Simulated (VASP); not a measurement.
Input of a VASP 6.6.1 run:

The input INCAR:

```
SYSTEM = C
ALGO = Normal ; EDIFF = 1E-6
ENCUT = 520 ; ISIF = 2
ISMEAR = 0 ; LASPH = .TRUE.
LCHARG = .FALSE. ; LREAL = .FALSE.
LWAVE = .FALSE. ; NBANDS = 36
NELM = 80 ; PREC = Accurate
SIGMA = 0.05
```

Contents of KPOINTS:

```
k-points
0
G
  12 12 2
  0 0 0
```

The input POSCAR:

```
C
1.0
    2.3758000000      0.0000000000      0.0000000000
   -1.1879000000      2.0575031543      0.0000000000
    0.0000000000      0.0000000000     11.8821000000
C
12
Direct
    0.0000000000      0.0000000000      0.1868599868
    0.0000000000      0.0000000000      0.6868599868
    0.0000000000      0.0000000000      0.3131400132
    0.0000000000      0.0000000000      0.8131400132
    0.3333333333      0.6666666667      0.5207718743
    0.6666666667      0.3333333333      0.0207718743
    0.3333333333      0.6666666667      0.9792281257
    0.6666666667      0.3333333333      0.4792281257
    0.3333333333      0.6666666667      0.6450609412
    0.6666666667      0.3333333333      0.1450609412
    0.3333333333      0.6666666667      0.8549390588
    0.6666666667      0.3333333333      0.3549390588
```

Potentials or basis: VASP PAW LDA potentials, release 64 (C).

Launch:

```bash
$ cat potpaw_LDA.64/C/POTCAR > POTCAR
$ mpirun -np 1 vasp_std > vasp.out
```

(1) Estimate the band gap on the k mesh.

(2) Estimate the pressure.

(3) Estimate the largest force.

## Answers

(1) 4.94 eV, indirect (least direct gap 5.52 eV).

(2) 79.1 GPa.

(3) 0.298 eV/Å.
